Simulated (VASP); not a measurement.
RbBr:

```
Rb Br
1.0
     4.12608    0.00000    0.00000
     0.00000    4.12608    0.00000
     0.00000    0.00000    4.12608
Rb Br
1 1
Direct
  0.00000 0.00000 0.00000
  0.50000 0.50000 0.50000
```

```yaml
Program: VASP 6.6.1
Task: relaxation of cell and atoms
Functional: PBEsol
Potentials_or_basis: VASP PAW PBE potentials, release 64 (Rb_sv, Br)
Cutoff: 600 eV
k_mesh: 12 × 12 × 12
Occupations: fermi-dirac, width 0.05 eV
Spin: no spin polarisation
```

At the start: pressure -0.6 GPa; volume 35.12 Å³/atom.

**Question.** Where does the relaxation end?

**Answer.** Over 4 steps the energy falls by 2.2 meV/atom and the volume is 33.88 Å³/atom (-3.5 %); space group Pm-3m (No. 221, to 0.05 Å).

The path:
```csv
step,energy change (eV),largest force (eV/Å),pressure (GPa),volume (Å³)
1,0.0000,0.0000,-0.56,70.24
2,-0.0033,0.0000,-0.29,69.01
3,-0.0045,0.0000,-0.02,67.83
4,-0.0045,0.0000,0.00,67.76
```

Final structure:
```
Rb Br
1.0
     4.07689    0.00000    0.00000
     0.00000    4.07689    0.00000
     0.00000    0.00000    4.07689
Rb Br
1 1
Direct
  0.00000 0.00000 0.00000
  0.50000 0.50000 0.50000
```

Caveat: the PAW data sets were made with another functional, which shifts forces and pressure a little.
